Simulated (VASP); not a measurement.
Write the native input for VASP 6.6.1 that does the following.

| Property | Result |
| --- | --- |
| Task | single point |
| Functional | PBEsol |
| Potentials or basis | VASP PAW PBE potentials, release 64 (Co, O) |
| Cutoff | 520 eV |
| k mesh | 12 × 12 × 12 |
| Occupations | gaussian, width 0.1 eV |
| Spin | collinear spin, ferromagnetic start |
| Starting moments | [2.74, 0.38] μB |
| Dipole correction | no |
| Further INCAR settings | ALGO = Normal; EDIFF = 1e-06; NBANDS = 18 |

The structure of CoO lies in POSCAR:

```
CoO
1.0
   -1.5080001529      1.5080001529      2.1072499549
    1.5080001529     -1.5080001529      2.1072499549
    1.5080001529      1.5080001529     -2.1072499549
Co O
1 1
Direct
    0.0000000000      0.0000000000      0.0000000000
    0.5000000000      0.5000000000      0.0000000000
```

One way to write it, as run:

INCAR

```
  PREC = Accurate
  ENCUT = 520
  EDIFF = 1E-6
  ISMEAR = 0
  SIGMA = 0.1
  LREAL = False
  LASPH = True
  NELM = 150
  ALGO = Normal
  ISIF = 2
  LWAVE = False
  LCHARG = True
  ISPIN = 2
  MAGMOM = 2.74 0.38
  LORBIT = 11
  LMAXMIX = 4
  GGA = PS
  LELF = True
  LVHAR = True
  NBANDS = 18
```

KPOINTS

```
Automatic mesh
0
Gamma
  12 12 12
```

Potentials or basis: VASP PAW PBE potentials, release 64 (Co, O).

Run with:

```console
$ cat potpaw_PBE.64/Co/POTCAR potpaw_PBE.64/O/POTCAR > POTCAR
$ mpirun -np 1 vasp_std > vasp.out
```

It gave:

- Pressure: -9.7 GPa
- Net moment: 2.93 μB per cell
- Site moments: Co +2.56; O +0.32 μB
- Valence electrons inside the program's atomic spheres: Co 7.82; O 4.95

Caveat: the PAW data sets were made with another functional, which shifts forces and pressure a little; a cell with one magnetic atom can't hold antiferromagnetic order, which such compounds often take.

Wall time 48 s on 1 thread of Intel(R) Xeon(R) 6975P-C (Granite Rapids), on a shared host, peak memory 0.21 GiB.
